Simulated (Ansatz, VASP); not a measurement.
W in VASP and in Ansatz

File INCAR:

```
SYSTEM = W
PREC = Accurate
ENCUT = 520
EDIFF = 1E-6
ISMEAR = 0
SIGMA = 0.15
LREAL = .FALSE.
LASPH = .TRUE.
NELM = 60
ALGO = Fast
ISIF = 2
LWAVE = .FALSE.
LCHARG = .FALSE.
GGA = PE
NBANDS = 13
```

The input KPOINTS:

```
regular mesh
0
G
  20 20 20
  0 0 0
```

Contents of POSCAR:

```
W
1.0
   -1.6212595000      1.5973000000      1.6212595000
    1.5733405000     -1.5973000000      1.5733405000
    1.6212595000      1.5973000000     -1.6212595000
W
1
Direct
    0.0000000000      0.0000000000      0.0000000000
```

Input for Ansatz:

```yaml
crystal:
  lattice:
    - [-1.6212595, 1.5973, 1.6212595]
    - [1.5733405, -1.5973, 1.5733405]
    - [1.6212595, 1.5973, -1.6212595]
  atoms:
    - { symbol: W, position: [0.0, 0.0, 0.0] }
basis:
  ecutwfc: 420
kpoints:
  mp_grid: { grid: [20, 20, 20] }
hamiltonian:
  xc: pbe
scf:
  occupations: { method: gaussian, width: 0.15 }
output:
  forces: true
  stress: true
  eigenvalues: true
```

Change from the starting cell: strain -0.0300 x Voigt [0, 0, 0, 0, 1, 0], atoms carried along.

Alike in both runs: task single point; functional PBE; k mesh 20 × 20 × 20; occupations gaussian, width 0.15 eV; no spin polarisation.

|  | VASP | Ansatz |
| --- | --- | --- |
| version | VASP 6.6.1 | Ansatz 0.2.0 |
| potentials or method | VASP PAW PBE potentials, release 64 (W_sv), cutoff 520 eV | scalar-relativistic, plane waves, PAW |
| valence electrons in the cell | 14 | 14 |

|  | VASP | Ansatz | Ansatz less VASP |
| --- | --- | --- | --- |
| gap on the k mesh at the Fermi level (eV) | none | none | - |
| pressure (GPa) | -2.4 | -2.9 | -0.42 |
| traceless stress, the component that is largest in VASP (GPa) | 4.34 | 4.28 | -0.060 |

A gap of «none» marks a metal or a gap that the smearing closes.

Spin-orbit coupling is off throughout.
